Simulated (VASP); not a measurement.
# Ag (P6_3/mmc) in VASP: notebook, part 2 of 2

VASP 6.6.1.

**3. Relaxation of cell and atoms, PBEsol, target pressure 10 GPa, at which the enthalpy is minimised**

INCAR reads:

```
SYSTEM = Ag
PREC     = Accurate       ! precision mode
ENCUT    = 600            ! plane-wave cutoff, eV
EDIFF    = 1E-6           ! SCF threshold, eV
ISMEAR   = -1             ! smearing method
SIGMA    = 0.1            ! smearing width, eV
LREAL    = .FALSE.        ! projectors in reciprocal space
LASPH    = .TRUE.         ! aspherical terms in the spheres
NELM     = 100            ! most SCF steps
ALGO     = Normal         ! electronic algorithm
ISIF     = 3              ! what is computed and relaxed
LWAVE    = .FALSE.        ! write WAVECAR
LCHARG   = .FALSE.        ! write CHGCAR
GGA      = PS             ! functional
IBRION   = 2              ! ionic algorithm
NSW      = 100            ! ionic steps
EDIFFG   = -0.002         ! ionic threshold
PSTRESS  = 100.0
```

KPOINTS reads:

```
regular mesh
0
G
  18 18 10
  0 0 0
```

POSCAR reads:

```
Ag
1.0
    2.8659173720      0.0000000000      0.0000000000
   -1.4329586860      2.4819572493      0.0000000000
    0.0000000000      0.0000000000      4.6950714570
Ag
2
Direct
    0.3333333333      0.6666666667      0.2500000000
    0.6666666667      0.3333333333      0.7500000000
```

Potentials or basis: VASP PAW PBE potentials, release 64 (Ag).

Started as:

```sh
> cat potpaw_PBE.64/Ag/POTCAR > POTCAR
> mpirun -np 1 vasp_std > vasp.out
```

OUTCAR:

```text
SYSTEM = Ag
   PREC = Accurate
   ENCUT = 600
   EDIFF = 1E-6
   ISMEAR = -1
   LREAL = .FALSE.
   LASPH = .TRUE.
   NELM = 100
   ISIF = 3
   GGA = PS
   IBRION = 2
   NSW = 100
   EDIFFG = -0.002
   PSTRESS = 100.0

 ion  position               nearest neighbor table
   1  0.333  0.667  0.250-   2 2.87   2 2.87   2 2.87   2 2.87   2 2.87   2 2.87
   2  0.667  0.333  0.750-   1 2.87   1 2.87   1 2.87   1 2.87   1 2.87   1 2.87

  LATTYP: Found a hexagonal cell.
 ALAT       =     2.8659173720
 C/A-ratio  =     1.6382438318

  Lattice vectors:

 A1 = (   2.8659173720,   0.0000000000,   0.0000000000)
 A2 = (  -1.4329586860,   2.4819572493,   0.0000000000)
 A3 = (   0.0000000000,   0.0000000000,   4.6950714570)

Analysis of symmetry for initial positions (statically):
=====================================================================
 Subroutine PRICEL returns:
 Original cell was already a primitive cell.

 Routine SETGRP: Setting up the symmetry group for a
 hexagonal supercell.

 Subroutine GETGRP returns: Found 24 space group operations
 (whereof 12 operations were pure point group operations)
 out of a pool of 24 trial point group operations.

The static configuration has the point symmetry D_3d.
 The point group associated with its full space group is D_6h.

Analysis of symmetry for dynamics (positions and initial velocities):
=====================================================================
 Subroutine PRICEL returns:
 Original cell was already a primitive cell.

 Routine SETGRP: Setting up the symmetry group for a
 hexagonal supercell.

 Subroutine GETGRP returns: Found 24 space group operations
 (whereof 12 operations were pure point group operations)
 out of a pool of 24 trial point group operations.

The dynamic configuration has the point symmetry D_3d.
 The point group associated with its full space group is D_6h.

 Subroutine INISYM returns: Found 24 space group operations
 (whereof 12 operations are pure point group operations),
 and found     1 'primitive' translations
[... 139 lines left out ...]
  ---------------------------------------------------
  ext. energy  EPLUGINS =         0.00000000
  ---------------------------------------------------
  free energy    TOTEN  =        -6.61532534 eV

  energy without entropy =       -6.59487130  energy(sigma->0) =       -6.60509832

------------------------ aborting loop because EDIFF is reached ----------------------------------------

  FORCE on cell =-STRESS in cart. coord.  units (eV):
  Direction    XX          YY          ZZ          XY          YZ          ZX
  --------------------------------------------------------------------------------------
  -------------------------------------------------------------------------------------
  Total       -0.0562593     -0.0562593     -0.0479827      0.0000000      0.0000000     -0.0000000
  in kB       -2.6990111     -2.6990111     -2.3019451      0.0000000      0.0000000     -0.0000000
  external PRESSURE =    -102.5666558 kB  Pullay stress =     100.0000000 kB
[... 25 lines left out ...]
--------------------------------------- Ionic step        2  -------------------------------------------

 number of electron      22.0000000 magnetization

 E-fermi :  11.0008     XC(G=0): -13.5170

 val. band max:       10.9669728110   @ k =   0.2222   0.2222   0.5000
 cond. band min:      11.0114861537   @ k =   0.2778   0.0000   0.3000
 fundamental gap:      0.0445133427
 Fermi energy:        11.0008050347

 k-point     1 :       0.0000    0.0000    0.0000
  band No.  band energies     occupation
      1       1.7358      2.00000
      2       3.3073      2.00000
      3       5.4410      2.00000
      4       5.5805      2.00000
      5       5.5805      2.00000
      6       5.9137      2.00000
      7       5.9137      2.00000
      8       6.4165      2.00000
      9       6.4165      2.00000
     10       7.7926      2.00000
     11       7.7926      2.00000
     12       9.9842      1.99992
     13      15.6447      0.00000
     14      27.0144      0.00000
[... 486 lines left out ...]
  energy  without entropy=       -6.5326966278  energy(sigma->0) =       -6.54306027

  enthalpy is  TOTEN    =        -4.6104922680 eV   P V=        1.9429316399

[... ionic steps 4 to 7 ...]

--------------------------------------- Ionic step        8  -------------------------------------------

 number of electron      22.0000001 magnetization

------------------------ aborting loop because EDIFF is reached ----------------------------------------
[... 71 lines left out ...]
--------------------------------------- Ionic step       10  -------------------------------------------

 number of electron      22.0000001 magnetization

 Free energy of the ion-electron system (eV)
  ---------------------------------------------------
  ext. energy  EPLUGINS =         0.00000000
  ---------------------------------------------------
  free energy    TOTEN  =        -6.55075421 eV

  energy without entropy =       -6.53004026  energy(sigma->0) =       -6.54039724

 E-fermi :   9.5665     XC(G=0): -12.9725

 val. band max:        9.5652755155   @ k =   0.5000   0.0000   0.2000
 cond. band min:       9.5699086361   @ k =   0.1111   0.1111   0.2000
 fundamental gap:      0.0046331206
 Fermi energy:         9.5664934172

 k-point     1 :       0.0000    0.0000    0.0000
  band No.  band energies     occupation
      1       1.0440      2.00000
      2       2.5628      2.00000
      3       4.4300      2.00000
      4       4.5524      2.00000
      5       4.5524      2.00000
      6       4.8363      2.00000
      7       4.8363      2.00000
      8       5.2675      2.00000
      9       5.2675      2.00000
     10       6.4548      2.00000
     11       6.4548      2.00000
     12       8.8391      1.99861
     13      13.6625      0.00000
     14      25.4494      0.00000
[... 448 lines left out ...]
  energy  without entropy=       -6.5300402636  energy(sigma->0) =       -6.54039724

  enthalpy is  TOTEN    =        -4.6105263582 eV   P V=        1.9402278563

 reached required accuracy - stopping structural energy minimisation
```

CONTCAR:

```text
Ag
   1.00000000000000
     2.7984070663327718    0.0000000000000000   -0.0000000000000000
    -1.3992035331663859    2.4234916095750041    0.0000000000000000
     0.0000000000000000    0.0000000000000000    4.5836443058538388
  Ag
     2
Direct
     0.3333333332999970    0.6666666667000030    0.2500000000000000
     0.6666666667000030    0.3333333332999970    0.7500000000000000

  0.00000000E+00  0.00000000E+00  0.00000000E+00
  0.00000000E+00  0.00000000E+00  0.00000000E+00
```

Run time: 9.5 min. Hardware: 1 thread of Intel Xeon 8259CL, shared host; peak memory 0.27 GiB.

What came out:

| Quantity | Value |
| --- | --- |
| Free energy | -6.5508 eV |
| Relaxed volume | 15.54 Å³/atom |
| Relaxed cell | a = 2.798 Å, b = 2.798 Å, c = 4.584 Å, α = 90.00°, β = 90.00°, γ = 120.00° |
| Space group after relaxing (to 0.1 Å) | P6_3/mmc (No. 194) |
| Energy change on relaxing (the run minimises the enthalpy) | +32.3 meV/atom |
| Ionic steps | 10 |
| Pressure after relaxing | 10.0 GPa |
| Band gap on the k mesh | zero (bands 11 and 12 overlap by 7.84 eV) |

Step by step:
```tsv
step	energy change (eV)	largest force (eV/Å)	pressure (GPa)	volume (Å³)
1	0.0000	0.0000	-0.26	33.40
2	0.3655	0.0000	28.77	28.49
3	0.0619	0.0000	9.76	31.13
4	0.0646	0.0000	9.99	31.08
5	0.0675	0.0000	10.24	31.04
6	0.0616	0.0000	9.76	31.13
7	0.0645	0.0000	9.98	31.09
8	0.0647	0.0000	10.01	31.08
9	0.0646	0.0000	10.02	31.09
10	0.0646	0.0000	10.00	31.09
```

Final structure:
```xyz
2
Lattice="2.7984 0.0000 0.0000 -1.3992 2.4235 0.0000 0.0000 0.0000 4.5836" Properties=species:S:1:pos:R:3 pbc="T T T"
Ag    0.0000    1.6157    1.1459
Ag    1.3992    0.8078    3.4377
```

Caveat: the cell is relaxed towards a set pressure, so the run minimises the enthalpy, not the energy; the PAW data sets were made with another functional, which shifts forces and pressure a little.

**4. Relaxation of cell and atoms, PBEsol, target pressure 15 GPa, at which the enthalpy is minimised**

INCAR reads:

```
ALGO     = Normal         # electronic algorithm
EDIFF    = 1E-6           # SCF threshold, eV
EDIFFG   = -0.002         # ionic threshold
ENCUT    = 600            # plane-wave cutoff, eV
GGA      = PS             # functional
IBRION   = 2              # ionic algorithm
ISIF     = 3              # what is computed and relaxed
ISMEAR   = -1             # smearing method
LASPH    = T              # aspherical terms in the spheres
LCHARG   = F              # write CHGCAR
LREAL    = F              # projectors in reciprocal space
LWAVE    = F              # write WAVECAR
NELM     = 100            # most SCF steps
NSW      = 100            # ionic steps
PREC     = Accurate       # precision mode
PSTRESS  = 150.0        
SIGMA    = 0.1            # smearing width, eV
```

KPOINTS reads:

```
k-points
0
Gamma
  18 18 10
```

POSCAR is that of step 3.

Potentials or basis: VASP PAW PBE potentials, release 64 (Ag).

Started as:

```sh
> cat potpaw_PBE.64/Ag/POTCAR > POTCAR
> mpirun -np 1 vasp_std > vasp.out
```

OUTCAR:

```text
EDIFF = 1E-6
   EDIFFG = -0.002
   ENCUT = 600
   GGA = PS
   IBRION = 2
   ISIF = 3
   ISMEAR = -1
   LASPH = T
   LREAL = F
   NELM = 100
   NSW = 100
   PREC = Accurate
   PSTRESS = 150.0

 ion  position               nearest neighbor table
   1  0.333  0.667  0.250-   2 2.87   2 2.87   2 2.87   2 2.87   2 2.87   2 2.87
   2  0.667  0.333  0.750-   1 2.87   1 2.87   1 2.87   1 2.87   1 2.87   1 2.87

  LATTYP: Found a hexagonal cell.
 ALAT       =     2.8659173720
 C/A-ratio  =     1.6382438318

  Lattice vectors:

 A1 = (   2.8659173720,   0.0000000000,   0.0000000000)
 A2 = (  -1.4329586860,   2.4819572493,   0.0000000000)
 A3 = (   0.0000000000,   0.0000000000,   4.6950714570)

Analysis of symmetry for initial positions (statically):
=====================================================================
 Subroutine PRICEL returns:
 Original cell was already a primitive cell.

 Routine SETGRP: Setting up the symmetry group for a
 hexagonal supercell.

 Subroutine GETGRP returns: Found 24 space group operations
 (whereof 12 operations were pure point group operations)
 out of a pool of 24 trial point group operations.

The static configuration has the point symmetry D_3d.
 The point group associated with its full space group is D_6h.

Analysis of symmetry for dynamics (positions and initial velocities):
=====================================================================
 Subroutine PRICEL returns:
 Original cell was already a primitive cell.

 Routine SETGRP: Setting up the symmetry group for a
 hexagonal supercell.

 Subroutine GETGRP returns: Found 24 space group operations
 (whereof 12 operations were pure point group operations)
 out of a pool of 24 trial point group operations.

The dynamic configuration has the point symmetry D_3d.
 The point group associated with its full space group is D_6h.

 Subroutine INISYM returns: Found 24 space group operations
 (whereof 12 operations are pure point group operations),
 and found     1 'primitive' translations

[... 141 lines left out ...]
  free energy    TOTEN  =        -6.61532534 eV

  energy without entropy =       -6.59487130  energy(sigma->0) =       -6.60509832

------------------------ aborting loop because EDIFF is reached ----------------------------------------

  FORCE on cell =-STRESS in cart. coord.  units (eV):
  Direction    XX          YY          ZZ          XY          YZ          ZX
  --------------------------------------------------------------------------------------
  -------------------------------------------------------------------------------------
  Total       -0.0562593     -0.0562593     -0.0479827      0.0000000      0.0000000     -0.0000000
  in kB       -2.6990111     -2.6990111     -2.3019451      0.0000000      0.0000000     -0.0000000
  external PRESSURE =    -152.5666558 kB  Pullay stress =     150.0000000 kB
[... 97 lines left out ...]
  energy  without entropy=       -6.4753326972  energy(sigma->0) =       -6.48572266

  enthalpy is  TOTEN    =        -3.6535089913 eV   P V=        2.8426036325

 E-fermi :  10.0151     XC(G=0): -13.1477

 val. band max:        9.9829322632   @ k =   0.5000   0.0000   0.2000
 cond. band min:      10.0273635398   @ k =   0.3333   0.1667   0.3000
 fundamental gap:      0.0444312766
 Fermi energy:        10.0151023363

 k-point     1 :       0.0000    0.0000    0.0000
  band No.  band energies     occupation
      1       1.2589      2.00000
      2       2.7979      2.00000
      3       4.7484      2.00000
      4       4.8770      2.00000
      5       4.8770      2.00000
      6       5.1759      2.00000
      7       5.1759      2.00000
      8       5.6300      2.00000
      9       5.6300      2.00000
     10       6.8751      2.00000
     11       6.8751      2.00000
     12       9.1958      1.99945
     13      14.2818      0.00000
     14      25.9508      0.00000
[... 403 lines left out ...]
      4       4.7289      2.00000
      5       5.1292      2.00000
      6       5.3813      2.00000
      7       5.4126      2.00000
      8       6.8579      2.00000
      9       7.0306      2.00000
     10       7.0631      2.00000
     11       9.7162      1.90420
     12      13.2185      0.00000
     13      17.3094      0.00000
     14      17.5941      0.00000
     15      19.6965      0.00000

 [... further k-points ...]

[... ionic steps 4 to 10 ...]

--------------------------------------- Ionic step       11  -------------------------------------------

 number of electron      21.9999998 magnetization

------------------------ aborting loop because EDIFF is reached ----------------------------------------
[... 71 lines left out ...]
--------------------------------------- Ionic step       13  -------------------------------------------

 number of electron      21.9999998 magnetization

 Free energy of the ion-electron system (eV)
  ---------------------------------------------------
  ext. energy  EPLUGINS =         0.00000000
  ---------------------------------------------------
  free energy    TOTEN  =        -6.48627217 eV

  energy without entropy =       -6.46552975  energy(sigma->0) =       -6.47590096

 E-fermi :   9.9955     XC(G=0): -13.1402

 val. band max:        9.9645942516   @ k =   0.2778   0.0000   0.3000
 cond. band min:      10.0052556661   @ k =   0.3333   0.1667   0.3000
 fundamental gap:      0.0406614145
 Fermi energy:         9.9954891024

 k-point     1 :       0.0000    0.0000    0.0000
  band No.  band energies     occupation
      1       1.2496      2.00000
      2       2.7882      2.00000
      3       4.7378      2.00000
      4       4.8630      2.00000
      5       4.8630      2.00000
      6       5.1620      2.00000
      7       5.1620      2.00000
      8       5.6117      2.00000
      9       5.6117      2.00000
     10       6.8570      2.00000
     11       6.8570      2.00000
     12       9.1855      1.99939
     13      14.2639      0.00000
     14      25.9248      0.00000
[... 448 lines left out ...]
  energy  without entropy=       -6.4655297505  energy(sigma->0) =       -6.47590096

  enthalpy is  TOTEN    =        -3.6537477884 eV   P V=        2.8325243839

 reached required accuracy - stopping structural energy minimisation
```

Run time: 12 min. Hardware: 1 thread of Intel Xeon 8259CL, shared host; peak memory 0.27 GiB.

What came out:

| Quantity | Value |
| --- | --- |
| Free energy | -6.4863 eV |
| Relaxed volume | 15.13 Å³/atom |
| Relaxed cell | a = 2.774 Å, b = 2.774 Å, c = 4.541 Å, α = 90.00°, β = 90.00°, γ = 120.00° |
| Space group after relaxing (to 0.1 Å) | P6_3/mmc (No. 194) |
| Energy change on relaxing (the run minimises the enthalpy) | +64.5 meV/atom |
| Ionic steps | 13 |
| Pressure after relaxing | 15.0 GPa |
| Band gap on the k mesh | zero (bands 11 and 12 overlap by 7.96 eV) |

The path:
| step | energy change (eV) | largest force (eV/Å) | pressure (GPa) | volume (Å³) |
| --- | --- | --- | --- | --- |
| 1 | 0.0000 | 0.0000 | -0.26 | 33.40 |
| 2 | 0.9258 | 0.0000 | 54.53 | 26.29 |
| 3 | 0.1192 | 0.0000 | 14.32 | 30.36 |
| 4 | 0.1268 | 0.0000 | 14.81 | 30.28 |
| 5 | 0.1325 | 0.0000 | 15.22 | 30.22 |
| 6 | 0.1251 | 0.0000 | 14.72 | 30.30 |
| 7 | 0.1291 | 0.0000 | 15.00 | 30.25 |
| 8 | 0.1290 | 0.0000 | 15.01 | 30.26 |
| 9 | 0.1270 | 0.0000 | 14.86 | 30.28 |
| 10 | 0.1288 | 0.0000 | 14.96 | 30.26 |
| 11 | 0.1289 | 0.0000 | 14.99 | 30.26 |
| 12 | 0.1290 | 0.0000 | 14.99 | 30.26 |
| 13 | 0.1291 | 0.0000 | 15.00 | 30.25 |

Final structure:
```
CELL_PARAMETERS angstrom
2.77356 0.00000 0.00000
-1.38678 2.40198 0.00000
0.00000 0.00000 4.54137
ATOMIC_POSITIONS crystal
Ag 0.33333 0.66667 0.25000
Ag 0.66667 0.33333 0.75000
```

Caveat: the cell is relaxed towards a set pressure, so the run minimises the enthalpy, not the energy; the PAW data sets were made with another functional, which shifts forces and pressure a little.

**5. Overview**

```tsv
cell	gap on the mesh (eV)	pressure (GPa)
relaxed to 7 GPa	none	7.0
relaxed to 10 GPa	none	10.0
relaxed to 15 GPa	none	15.0
```

Alike in all rows: task relaxation of cell and atoms; level PBEsol; potentials or basis VASP PAW PBE potentials, release 64 (Ag); no spin polarisation; k mesh 18 × 18 × 10; cutoff (eV) 600; smearing fermi-dirac 0.1 eV.

Caveats: the cell is relaxed towards a set pressure, so the run minimises the enthalpy, not the energy; the PAW data sets were made with another functional, which shifts forces and pressure a little.

Total energies depend on the potentials used, so only differences within one code and one set of settings carry meaning.

The gap in the log of VASP goes by the Fermi energy; the results here count the filled bands.